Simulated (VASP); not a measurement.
# Co in VASP: notebook

Co is run at these levels: PBE, PBEsol; tasks: single point.

Program: VASP 6.6.1. These are calculated values, not measurements. Logs are shortened: lines on timing, memory, paths and dates and some standing lists are left out, and cuts for length are marked.

### 1 The cell of the first run

The structure is trigonal, space group P-3m1 (No. 164). The conventional cell has a = 2.520 Å, b = 2.520 Å, c = 4.117 Å, α = 90.00°, β = 90.00°, γ = 120.00°. Within 3.2 Å of Co (site symmetry 3m) lie 12 Co at 2.45 to 2.59 Å.

### 2 Single point, PBE, collinear spin, ferromagnetic start (volume scaled by 1.04)

The input, INCAR:

```
SYSTEM = Co
ALGO = Normal
EDIFF = 1E-7
ENCUT = 520
GGA = PE
ISIF = 2
ISMEAR = -1
ISPIN = 2
LASPH = .TRUE.
LCHARG = .TRUE.
LELF = .TRUE.
LMAXMIX = 4
LORBIT = 11
LREAL = .FALSE.
LVHAR = .TRUE.
LWAVE = .FALSE.
MAGMOM = 2 2
NBANDS = 20
NELM = 150
PREC = Accurate
SIGMA = 0.05
```

The input, KPOINTS:

```
k-points
0
G
  12 12 7
  0 0 0
```

The input, POSCAR:

```
Co
1.0
    2.5200971126      0.0000000000      0.0000000000
   -1.2600485563      2.1824681195      0.0000000000
    0.0000000000      0.0000000000      4.1167599708
Co
2
Direct
    0.3333333333      0.6666666667      0.7401390000
    0.6666666667      0.3333333333      0.2598610000
```

Potentials or basis: VASP PAW PBE potentials, release 64 (Co).

The run is started by

```
$ cat potpaw_PBE.64/Co/POTCAR > POTCAR
$ mpirun -np 1 vasp_std > vasp.out
```

OUTCAR:

```text
SYSTEM = Co
   EDIFF = 1E-7
   ENCUT = 520
   GGA = PE
   ISIF = 2
   ISMEAR = -1
   ISPIN = 2
   LASPH = .TRUE.
   LORBIT = 11
   LREAL = .FALSE.
   NELM = 150
   PREC = Accurate

 ion  position               nearest neighbor table
   1  0.333  0.667  0.740-   2 2.45   2 2.45   2 2.45   2 2.59   2 2.59   2 2.59
   2  0.667  0.333  0.260-   1 2.45   1 2.45   1 2.45   1 2.59   1 2.59   1 2.59

  LATTYP: Found a hexagonal cell.
 ALAT       =     2.5200971126
 C/A-ratio  =     1.6335719565

  Lattice vectors:

 A1 = (   2.5200971126,   0.0000000000,   0.0000000000)
 A2 = (  -1.2600485563,   2.1824681195,   0.0000000000)
 A3 = (   0.0000000000,   0.0000000000,   4.1167599708)

Analysis of symmetry for initial positions (statically):
=====================================================================
 Subroutine PRICEL returns:
 Original cell was already a primitive cell.

 Routine SETGRP: Setting up the symmetry group for a
 hexagonal supercell.

 Subroutine GETGRP returns: Found 12 space group operations
 (whereof 12 operations were pure point group operations)
 out of a pool of 24 trial point group operations.

The static configuration has the point symmetry D_3d.

Analysis of symmetry for dynamics (positions and initial velocities):
=====================================================================
 Subroutine PRICEL returns:
 Original cell was already a primitive cell.

 Routine SETGRP: Setting up the symmetry group for a
 hexagonal supercell.

 Subroutine GETGRP returns: Found 12 space group operations
 (whereof 12 operations were pure point group operations)
 out of a pool of 24 trial point group operations.

The dynamic configuration has the point symmetry D_3d.

Analysis of structural, dynamic, and magnetic symmetry:
=====================================================================
 Subroutine PRICEL returns:
 Original cell was already a primitive cell.

 Routine SETGRP: Setting up the symmetry group for a
 hexagonal supercell.

 Subroutine GETGRP returns: Found 12 space group operations
 (whereof 12 operations were pure point group operations)
 out of a pool of 24 trial point group operations.

The overall configuration has the point symmetry D_3d.

 Subroutine INISYM returns: Found 12 space group operations
 (whereof 12 operations are pure point group operations),
 and found     1 'primitive' translations

----------------------------------------------------------------------------------------

                                     Primitive cell

  volume of cell :      22.6423

  direct lattice vectors                    reciprocal lattice vectors
     2.520097113  0.000000000  0.000000000     0.396810105  0.229098421  0.000000000
    -1.260048556  2.182468120  0.000000000     0.000000000  0.458196842  0.000000000
     0.000000000  0.000000000  4.116759971     0.000000000  0.000000000  0.242909474

  length of vectors
     2.520097113  2.520097113  4.116759971     0.458196842  0.458196842  0.242909474

  position of ions in fractional coordinates (direct lattice)
     0.333333333  0.666666667  0.740139000
     0.666666667  0.333333333  0.259861000

  ion indices of the primitive-cell ions
   primitive index   ion index
                 1           1
                 2           2

----------------------------------------------------------------------------------------

 KPOINTS: k-points

Automatic generation of k-mesh.
 Grid dimensions read from file:
 generate k-points for:   12   12    7

 Generating k-lattice:

  Cartesian coordinates                     Fractional coordinates (reciprocal lattice)
     0.033067509  0.019091535  0.000000000     0.083333333  0.000000000  0.000000000
     0.000000000  0.038183070  0.000000000     0.000000000  0.083333333  0.000000000
     0.000000000  0.000000000  0.034701353     0.000000000  0.000000000  0.142857143

  Length of vectors
     0.038183070  0.038183070  0.034701353

  Shift w.r.t. Gamma in fractional coordinates (k-lattice)
     0.000000000  0.000000000  0.000000000

 Subroutine IBZKPT returns following result:
 ===========================================

 Found    112 irreducible k-points:

 Following reciprocal coordinates:
            Coordinates               Weight
  0.000000  0.000000  0.000000      1.000000
  0.083333 -0.000000  0.000000      6.000000
  0.166667  0.000000  0.000000      6.000000
  0.250000 -0.000000  0.000000      6.000000
  0.333333 -0.000000  0.000000      6.000000
  0.416667  0.000000  0.000000      6.000000
[... 16 lines left out ...]
  0.166667  0.000000  0.142857      6.000000
  0.000000  0.166667  0.142857      6.000000
 [... further k-points ...]
   k-points           NKPTS =    112   k-points in BZ     NKDIM =    112   number of bands    NBANDS=     20
   number of dos      NEDOS =    301   number of ions     NIONS =      2
   total plane-waves  NPLWV =  12800
   dimension x,y,z NGX =    20 NGY =   20 NGZ =   32
   dimension x,y,z NGXF=    40 NGYF=   40 NGZF=   64
   ions per type =               2
   NGX,Y,Z   is equivalent  to a cutoff of  13.19, 13.19, 12.92 a.u.
   NGXF,Y,Z  is equivalent  to a cutoff of  26.39, 26.39, 25.84 a.u.
 SYSTEM =  Co
   PREC   = accura    normal or accurate (medium, high low for compatibility)
   ISTART =      0    job   : 0-new  1-cont  2-samecut
   ICHARG =      2    charge: 1-file 2-atom 10-const
   ISPIN  =      2    spin polarized calculation?
   LNONCOLLINEAR =      F non collinear calculations
   LSORBIT =      F    spin-orbit coupling
   LASPH  =      T    aspherical Exc in radial PAW
   ENCUT  =  520.0 eV  38.22 Ry    6.18 a.u.   4.69  4.69  7.65*2*pi/ulx,y,z
   NELM   =    150;   NELMIN=  2; NELMDL= -5     # of ELM steps
   EDIFF  = 0.1E-06   stopping-criterion for ELM
   LREAL  =      F    real-space projection
   EDIFFG = 0.1E-05   stopping-criterion for IOM
   NSW    =      0    number of steps for IOM
   IBRION =     -1    ionic relax: 0-MD 1-quasi-New 2-CG
   NFREE  =      0    steps in history (QN), initial steepest desc. (CG)
   ISIF   =      2    stress and relaxation
   ISYM   =      2    0-nonsym 1-usesym 2-fastsym
   POTIM  = 0.5000    time-step for ionic-motion
   TEBEG  =    0.0;   TEEND  =   0.0 temperature during run
   PSTRESS=    0.0 pullay stress
   NELECT =      18.0000    total number of electrons
   NUPDOWN=      -1.0000    fix difference up-down
   EMIN   =  10.00;   EMAX   =-10.00  energy-range for DOS
   EFERMI =   0.00;   METHOD = LEGACY
   ISMEAR =    -1;   SIGMA  =   0.05  broadening in eV -4-tet -1-fermi 0-gaus
   EFERMI_NEDOS =   21; number of points for ismear=-14 and -15
   IALGO  =     38    algorithm
   IMIX   =      4    mixing-type and parameters
     AMIX     =   0.40;   BMIX     =  1.00
     AMIX_MAG =   1.60;   BMIX_MAG =  1.00
  volume/ion in A,a.u.               =      11.32        76.40
  Fermi-wavevector in a.u.,A,eV,Ry     =   1.516557  2.865877 31.292656  2.299945
  Thomas-Fermi vector in A             =   2.625931
   LORBIT       =     11    0 simple, 1 ext, 2 COOP (PROOUT), +10 PAW based schemes
   GGA     = PE    functional components
   LHFCALC =     F    Hartree Fock is set to
   AEXX    =    0.0000 exact exchange contribution
   IVDW    =     0    specifies the selected vdW correction
   LEPSILON=     F    determine dielectric tensor
   LRPA    =     F    only Hartree local field effects (RPA)
 spin polarized calculation
  energy-cutoff  :      520.00
  volume of cell :       22.64
 maximum number of plane-waves:       622
 NGX is ok and might be reduce to    20
   NGX =  9   NGY =  9   NGZ = 15

 number of electron      17.9999993 magnetization       3.3206866

 Free energy of the ion-electron system (eV)
  ---------------------------------------------------
  ext. energy  EPLUGINS =         0.00000000
  ---------------------------------------------------
  free energy    TOTEN  =       -14.03299523 eV

  energy without entropy =      -14.01829944  energy(sigma->0) =      -14.02564734

 E-fermi :   9.6919     XC(G=0): -13.1520

 val. band max:        9.6894666899   @ k =   0.0833  -0.0000   0.1429
 cond. band min:       9.6970782782   @ k =   0.4167   0.0000   0.0000
 fundamental gap:      0.0076115883
 Fermi energy:         9.6918565044

 spin component 1

 k-point     1 :       0.0000    0.0000    0.0000
  band No.  band energies     occupation
      1       1.0050      1.00000
      2       4.6959      1.00000
      3       7.0528      1.00000
      4       7.1029      1.00000
      5       7.1029      1.00000
      6       7.3810      1.00000
[... 12 lines left out ...]
     19      35.0229      0.00000
     20      35.0229      0.00000

 k-point     2 :       0.0833   -0.0000    0.0000
  band No.  band energies     occupation
      1       1.2421      1.00000
      2       4.8375      1.00000
      3       6.8711      1.00000
      4       7.2084      1.00000
      5       7.2475      1.00000
      6       7.3349      1.00000
[... 498 lines left out ...]
 k-point    24 :       0.0000    0.1667    0.1429
  band No.  band energies     occupation
      1       2.1104      1.00000
      2       5.1853      1.00000
      3       6.6154      1.00000
      4       6.8234      1.00000
      5       7.0662      1.00000
      6       7.3928      1.00000
[... 12 lines left out ...]
     19      35.4740      0.00000
     20      36.4394      0.00000

 [... further k-points ...]

 spin component 2

 k-point     1 :       0.0000    0.0000    0.0000
  band No.  band energies     occupation
      1       0.9961      1.00000
      2       5.6583      1.00000
      3       8.6889      1.00000
      4       8.7995      1.00000
      5       8.7995      1.00000
      6       9.0858      0.99999
[... 12 lines left out ...]
     19      35.3129      0.00000
     20      35.3129      0.00000

 k-point     2 :       0.0833   -0.0000    0.0000
  band No.  band energies     occupation
      1       1.2341      1.00000
      2       5.8213      1.00000
      3       8.4878      1.00000
      4       8.8410      1.00000
      5       8.9175      1.00000
      6       8.9609      1.00000
[... 498 lines left out ...]
 k-point    24 :       0.0000    0.1667    0.1429
  band No.  band energies     occupation
      1       2.1129      1.00000
      2       6.1185      1.00000
      3       7.8711      1.00000
      4       8.2345      1.00000
      5       8.7020      1.00000
      6       9.0933      0.99999
[... 12 lines left out ...]
     19      35.6732      0.00000
     20      36.6981      0.00000

 [... further k-points ...]
[... 5 lines left out ...]
  --------------------------------------------------------------------------------------
  -------------------------------------------------------------------------------------
  Total       -0.9249522     -0.9249522     -1.2700188      0.0000000      0.0000000      0.0000000
  in kB      -65.4499257    -65.4499257    -89.8669506      0.0000000      0.0000000      0.0000000
  external PRESSURE =     -73.5889340 kB  Pullay stress =       0.0000000 kB

 VOLUME and BASIS-vectors are now :
 -----------------------------------------------------------------------------
  energy-cutoff  :      520.00
  volume of cell :       22.64
      direct lattice vectors                 reciprocal lattice vectors
     2.520097113  0.000000000  0.000000000     0.396810105  0.229098421  0.000000000
    -1.260048556  2.182468120  0.000000000     0.000000000  0.458196842  0.000000000
     0.000000000  0.000000000  4.116759971     0.000000000  0.000000000  0.242909474

 POSITION                                       TOTAL-FORCE (eV/Angst)
 -----------------------------------------------------------------------------------
     -0.00000      1.45498      3.04697         0.000000     -0.000000      0.361616
      1.26005      0.72749      1.06979        -0.000000      0.000000     -0.361616
 -----------------------------------------------------------------------------------
    total drift:                               -0.000000      0.000000      0.000000

  FREE ENERGIE OF THE ION-ELECTRON SYSTEM (eV)
  ---------------------------------------------------
  free  energy   TOTEN  =       -14.0329952306 eV

  energy  without entropy=      -14.0182994421  energy(sigma->0) =      -14.02564734

 total charge

# of ion       s       p       d       tot
------------------------------------------
    1        0.474   0.489   7.237   8.199
    2        0.474   0.489   7.237   8.199
--------------------------------------------------
tot          0.947   0.977  14.474  16.398

 magnetization (x)

# of ion       s       p       d       tot
------------------------------------------
    1       -0.014  -0.053   1.754   1.687
    2       -0.014  -0.053   1.754   1.687
--------------------------------------------------
tot         -0.027  -0.106   3.507   3.375
```

It took 67 s on 1 thread of Intel Xeon 6975P-C, shared host; peak memory 0.2 GiB.

What came out:

```yaml
Free_energy: -14.0330 eV
Pressure: -7.4 GPa
Largest_force: 0.362 eV/Å
Net_moment: 3.32 μB per cell
Site_moments: Co +1.69 μB
Valence_electrons_inside_the_program's_atomic_spheres: Co 8.20
```

Forces on the atoms (eV/Å):
```
Co   0.000  0.000  0.362
Co   0.000  0.000 -0.362
```

Levels at points of the mesh, in eV from the Fermi level:
Spin up:
| k point | band 7 | band 8 | band 9 | band 10 | band 11 | band 12 | band 13 | band 14 | band 15 | band 16 |
| --- | --- | --- | --- | --- | --- | --- | --- | --- | --- | --- |
| (0.00, 0.00, 0.00) | -2.31 | -1.93 | -1.93 | -0.93 | -0.93 | -0.15 | 5.77 | 21.71 | 23.96 | 23.96 |
| (0.50, 0.00, 0.00) | -2.21 | -0.79 | -0.78 | -0.62 | 1.18 | 3.11 | 9.13 | 10.03 | 12.16 | 13.39 |
Spin down:
| k point | band 3 | band 4 | band 5 | band 6 | band 7 | band 8 | band 9 | band 10 | band 11 | band 12 |
| --- | --- | --- | --- | --- | --- | --- | --- | --- | --- | --- |
| (0.00, 0.00, 0.00) | -1.00 | -0.89 | -0.89 | -0.61 | -0.61 | -0.20 | -0.07 | -0.07 | 1.01 | 1.01 |
| (0.50, 0.00, 0.00) | -3.06 | -1.73 | -1.01 | -0.98 | -0.60 | 1.14 | 1.23 | 1.29 | 2.41 | 4.10 |

Caveat: the cell differs from its parent crystal (volume scaled by 1.04).

### 3 Single point, PBE, collinear spin, ferromagnetic start

This run uses another cell than the first one, of 10.89 Å³/atom, 0.962 times its volume.

The input, INCAR:

```
PREC = Accurate
ENCUT = 520
EDIFF = 1E-7
ISMEAR = 0
SIGMA = 0.1
LREAL = False
LASPH = True
NELM = 150
ALGO = Normal
ISIF = 2
LWAVE = False
LCHARG = False
ISPIN = 2
MAGMOM = 2 2
LORBIT = 11
LMAXMIX = 4
GGA = PE
NBANDS = 20
```

The input, KPOINTS:

```
Automatic mesh
0
Gamma
  14 14 8
```

The input, POSCAR:

```
Co
1.0
    2.4873648738      0.0000000000      0.0000000000
   -1.2436824369      2.1541211692      0.0000000000
    0.0000000000      0.0000000000      4.0632895034
Co
2
Direct
    0.3313670000      0.6497470000      0.7371330000
    0.6702970000      0.3205170000      0.2636990000
```

Potentials or basis: VASP PAW PBE potentials, release 64 (Co).

The run is started by

```
$ cat potpaw_PBE.64/Co/POTCAR > POTCAR
$ mpirun -np 1 vasp_std > vasp.out
```

Run time: 4 min. Hardware: 1 thread of Intel Xeon 6975P-C (Granite Rapids), shared host; peak memory 0.52 GiB.

Results (log left out):

```yaml
Free_energy: -14.0325 eV
Pressure: 0.3 GPa
Largest_force: 0.715 eV/Å
Net_moment: 3.21 μB per cell
Site_moments: Co +1.63 μB
Valence_electrons_inside_the_program's_atomic_spheres: Co 8.28
```

Forces on the atoms (eV/Å):
```
Co   0.022  0.022  0.714
Co  -0.022 -0.022 -0.714
```

Stress tensor (GPa, compression positive):
```
 0.89  0.16  0.13
 0.16  0.56  0.13
 0.13  0.13 -0.40
```

Levels at points of the mesh, in eV from the Fermi level:
Spin up:
```
           k point  band 8  band 9  band 10  band 11  band 12  band 13  band 14  band 15
(0.00, 0.00, 0.00)   -1.95   -1.92    -0.88    -0.84    -0.17     6.07    22.02    24.65
(0.50, 0.00, 0.00)   -0.74   -0.73    -0.53     1.31     3.26     9.38    10.55    12.39
(0.00, 0.50, 0.00)   -0.73   -0.72    -0.53     1.25     3.33     9.29    10.45    12.47
(0.50, 0.50, 0.00)   -0.73   -0.72    -0.53     1.27     3.31     9.31    10.48    12.45
(0.00, 0.00, 0.50)   -2.66   -1.33    -1.32    -1.05    -1.05    13.91    15.46    22.59
(0.50, 0.00, 0.50)   -1.02   -0.68    -0.60     1.37     1.72     7.04     7.43    18.11
(0.00, 0.50, 0.50)   -1.06   -0.68    -0.60     1.42     1.78     6.99     7.39    18.11
(0.50, 0.50, 0.50)   -1.05   -0.68    -0.60     1.40     1.76     7.00     7.40    18.11
```
Spin down:
| k point | band 3 | band 4 | band 5 | band 6 | band 7 | band 8 | band 9 | band 10 | band 11 | band 12 |
| --- | --- | --- | --- | --- | --- | --- | --- | --- | --- | --- |
| (0.00, 0.00, 0.00) | -1.13 | -1.02 | -1.01 | -0.74 | -0.73 | -0.18 | -0.12 | -0.08 | 1.00 | 1.04 |
| (0.50, 0.00, 0.00) | -3.27 | -1.84 | -1.13 | -1.11 | -0.68 | 1.14 | 1.26 | 1.31 | 2.52 | 4.22 |
| (0.00, 0.50, 0.00) | -3.30 | -1.81 | -1.15 | -1.05 | -0.67 | 1.15 | 1.26 | 1.31 | 2.46 | 4.29 |
| (0.50, 0.50, 0.00) | -3.29 | -1.82 | -1.14 | -1.07 | -0.67 | 1.15 | 1.26 | 1.31 | 2.48 | 4.27 |
| (0.00, 0.00, 0.50) | -1.91 | -1.29 | -1.09 | -1.08 | -1.07 | -1.06 | 0.58 | 0.60 | 0.77 | 0.78 |
| (0.50, 0.00, 0.50) | -2.65 | -2.18 | -0.35 | 0.16 | 0.19 | 0.33 | 1.22 | 1.27 | 1.88 | 2.36 |
| (0.00, 0.50, 0.50) | -2.66 | -2.19 | -0.36 | 0.12 | 0.18 | 0.29 | 1.22 | 1.27 | 1.94 | 2.42 |
| (0.50, 0.50, 0.50) | -2.66 | -2.19 | -0.36 | 0.13 | 0.18 | 0.30 | 1.22 | 1.27 | 1.92 | 2.41 |

### 4 Single point, PBEsol, collinear spin, ferromagnetic start (atoms moved at random)

The input, INCAR:

```
ALGO = Normal
EDIFF = 1E-7
ENCUT = 520
GGA = PS
ISIF = 2
ISMEAR = -1
ISPIN = 2
LASPH = True
LCHARG = True
LELF = True
LMAXMIX = 4
LORBIT = 11
LREAL = False
LVHAR = True
LWAVE = False
MAGMOM = 2 2
NBANDS = 20
NELM = 150
PREC = Accurate
SIGMA = 0.05
```

The input, KPOINTS:

```
k-points
0
Gamma
  12 12 7
```

POSCAR is that of step 3.

The run is started by

```
$ cat potpaw_PBE.64/Co/POTCAR > POTCAR
$ mpirun -np 1 vasp_std > vasp.out
```

It took 6.9 min on 1 thread of Intel Xeon Platinum 8488C (Sapphire Rapids), shared host; peak memory 0.38 GiB.

Results (log left out):

| Quantity | Value |
| --- | --- |
| Free energy | -15.4024 eV |
| Pressure | -9.3 GPa |
| Largest force | 0.629 eV/Å |
| Net moment | 3.25 μB per cell |
| Site moments | Co +1.64 μB |
| Valence electrons inside the program's atomic spheres | Co 8.28 |

Forces on the atoms (eV/Å):
```
Co   0.022  0.022  0.628
Co  -0.022 -0.022 -0.628
```

Stress tensor (GPa, compression positive):
```
 -8.41   0.16   0.12
  0.16  -8.74   0.12
  0.12   0.12 -10.61
```

Levels at points of the mesh, in eV from the Fermi level:
Spin up:
```csv
k point,band 7,band 8,band 9,band 10,band 11,band 12,band 13,band 14,band 15,band 16
"(0.00, 0.00, 0.00)",-2.34,-1.91,-1.88,-0.85,-0.81,-0.22,6.05,21.98,24.59,24.63
"(0.50, 0.00, 0.00)",-2.22,-0.70,-0.68,-0.50,1.30,3.25,9.34,10.51,12.37,13.86
"(0.00, 0.50, 0.00)",-2.21,-0.70,-0.68,-0.50,1.24,3.31,9.25,10.40,12.45,13.95
"(0.50, 0.50, 0.00)",-2.21,-0.70,-0.68,-0.50,1.26,3.29,9.27,10.43,12.42,13.92
```
Spin down:
```tsv
k point	band 5	band 6	band 7	band 8	band 9	band 10
(0.00, 0.00, 0.00)	-0.99	-0.70	-0.70	-0.15	-0.11	-0.07
(0.50, 0.00, 0.00)	-1.12	-1.10	-0.66	1.17	1.27	1.35
(0.00, 0.50, 0.00)	-1.13	-1.03	-0.64	1.18	1.28	1.35
(0.50, 0.50, 0.00)	-1.13	-1.05	-0.65	1.18	1.27	1.35
```

Caveat: the cell differs from its parent crystal (atoms moved at random); the PAW data sets were made with another functional, which shifts forces and pressure a little.

### 5 Summary

```csv
level,cell,k mesh,smearing,gap on the mesh (eV),pressure (GPa),moment (μB),largest force (eV/Å)
PBE,"a = 2.520, b = 2.520, c = 4.117 Å, angles 90.0, 90.0, 120.0°, 2 atoms",12 × 12 × 7,fermi-dirac 0.05 eV,none,-7.4,3.32,0.36
PBE,"a = 2.487, b = 2.487, c = 4.063 Å, angles 90.0, 90.0, 120.0°, 2 atoms",14 × 14 × 8,gaussian 0.1 eV,none,0.3,3.21,0.71
PBEsol,"a = 2.487, b = 2.487, c = 4.063 Å, angles 90.0, 90.0, 120.0°, 2 atoms",12 × 12 × 7,fermi-dirac 0.05 eV,none,-9.3,3.25,0.63
```

Alike in all rows: task single point; potentials or basis VASP PAW PBE potentials, release 64 (Co); spin collinear, ferromagnetic start; cutoff (eV) 520.

Caveats: the PAW data sets were made with another functional, which shifts forces and pressure a little (some runs).

Total energies depend on the potentials used, so only differences within one code and one set of settings carry meaning.
